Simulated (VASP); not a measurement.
A run of VASP 6.6.1 is set up as follows.

Contents of INCAR:

```
ALGO = Fast
EDIFF = 1E-7
ENCUT = 520
GGA = CA
ISIF = 2
ISMEAR = 0
LASPH = T
LCHARG = F
LREAL = F
LWAVE = F
NBANDS = 10
NELM = 60
PREC = Accurate
SIGMA = 0.15
```

KPOINTS

```
k-points
0
Gamma
  22 22 22
```

The input POSCAR:

```
Re
1.0
    0.0000000000      2.0306628523      1.8682098241
    2.0306628523      0.0000000000      1.8682098241
    2.0306628523      2.0306628523      0.0000000000
Re
1
Direct
    0.0000000000      0.0000000000      0.0000000000
```

Potentials or basis: VASP PAW LDA potentials, release 64 (Re).

The run is started by

```bash
$ cat potpaw_LDA.64/Re/POTCAR > POTCAR
$ mpirun -np 1 vasp_std > vasp.out
```

**Question.** Estimate the pressure.

**Answer.** -22.4 GPa.

Stress tensor (GPa, compression positive):
```
-28.20   0.00   0.00
  0.00 -28.20   0.00
  0.00   0.00 -10.72
```
